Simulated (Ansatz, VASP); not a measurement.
## Eu in VASP and in Ansatz

File INCAR:

```
SYSTEM = Eu
ALGO = Normal
EDIFF = 1E-6
ENCUT = 520
GGA = PE
ISIF = 2
ISMEAR = -1
ISPIN = 2
LASPH = .True.
LCHARG = .False.
LMAXMIX = 6
LORBIT = 11
LREAL = .False.
LWAVE = .False.
MAGMOM = 7
NBANDS = 18
NELM = 150
PREC = Accurate
SIGMA = 0.05
```

Contents of KPOINTS:

```
k-points
0
Gamma
  8 8 8
  0 0 0
```

POSCAR

```
Eu
1.0
    0.0000000000      2.7705819750      2.7705819750
    2.7705819750      0.0000000000      2.7705819750
    2.7705819750      2.7705819750      0.0000000000
Eu
1
Direct
    0.0000000000      0.0000000000      0.0000000000
```

Contents of input.yaml:

```yaml
crystal:
  lattice:
    - [0.0, 2.770581975, 2.770581975]
    - [2.770581975, 0.0, 2.770581975]
    - [2.770581975, 2.770581975, 0.0]
  atoms:
    - { symbol: Eu, position: [0.0, 0.0, 0.0], spin: 7.0 }
hamiltonian:
  xc: pbe
  pseudopotentials: { kind: paw }
magnetization:
  spin_polarized: true
kpoints:
  mp_grid: { grid: [8, 8, 8] }
scf:
  occupations: { method: fermi_dirac, width: 0.05 }
output:
  forces: true
  stress: true
  eigenvalues: true
```

Alike in both runs: task single point; functional PBE; k mesh 8 × 8 × 8; occupations fermi-dirac, width 0.05 eV; collinear spin.

|  | VASP | Ansatz |
| --- | --- | --- |
| version | VASP 6.6.1 | Ansatz 0.2.0 |
| potentials or method | VASP PAW PBE potentials, release 64 (Eu) | Ansatz PAW |
| plane-wave cutoff (eV) | 520 | 420 |
| valence electrons in the cell | 17 | 17 |

|  | VASP | Ansatz | Ansatz less VASP |
| --- | --- | --- | --- |
| gap on the k mesh at the Fermi level (eV) | none | none | - |
| pressure (GPa) | -0.5 | -0.3 | +0.22 |
| net moment per atom (μB) | 7.52 | 7.53 | +0.002 |
| size of the moment on the site where the two differ most (μB) | 6.73 | 7.19 | +0.459 |

Site moments also hang on the region over which each program counts them. A gap of «none» marks a metal or a gap that the smearing closes.

Spin-orbit coupling is off throughout.
